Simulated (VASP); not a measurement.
Input of a VASP 6.6.1 run:

The input INCAR:

```
SYSTEM = CdSe
PREC     = Accurate       ! precision mode
ENCUT    = 520            ! plane-wave cutoff, eV
EDIFF    = 1E-7           ! SCF threshold, eV
ISMEAR   = -1             ! smearing method
SIGMA    = 0.05           ! smearing width, eV
LREAL    = .FALSE.        ! projectors in reciprocal space
LASPH    = .TRUE.         ! aspherical terms in the spheres
NELM     = 100            ! most SCF steps
ALGO     = Normal         ! electronic algorithm
ISIF     = 2              ! what is computed and relaxed
LWAVE    = .FALSE.        ! write WAVECAR
LCHARG   = .FALSE.        ! write CHGCAR
GGA      = PE             ! functional
NBANDS   = 16             ! bands
```

Contents of KPOINTS:

```
regular mesh
0
G
  13 13 13
  0 0 0
```

POSCAR

```
CdSe
1.0
    3.2692792391      0.0000000000      0.0000000000
    0.0000000000      3.2692792391      0.0000000000
    0.0000000000      0.0000000000      3.2692792391
Cd Se
1 1
Direct
    0.0000000000      0.0000000000      0.0000000000
    0.5000000000      0.5000000000      0.5000000000
```

Potentials or basis: VASP PAW PBE potentials, release 64 (Cd, Se).

Launch:

```bash
$ cat potpaw_PBE.64/Cd/POTCAR potpaw_PBE.64/Se/POTCAR > POTCAR
$ mpirun -np 1 vasp_std > vasp.out
```

Question: Estimate the pressure.

Answer: 27.9 GPa.

Question: Predict the band gap on the k mesh.

Answer: Zero (band 9 reaches 6.16 eV, above the bottom of band 10 at 4.85 eV).
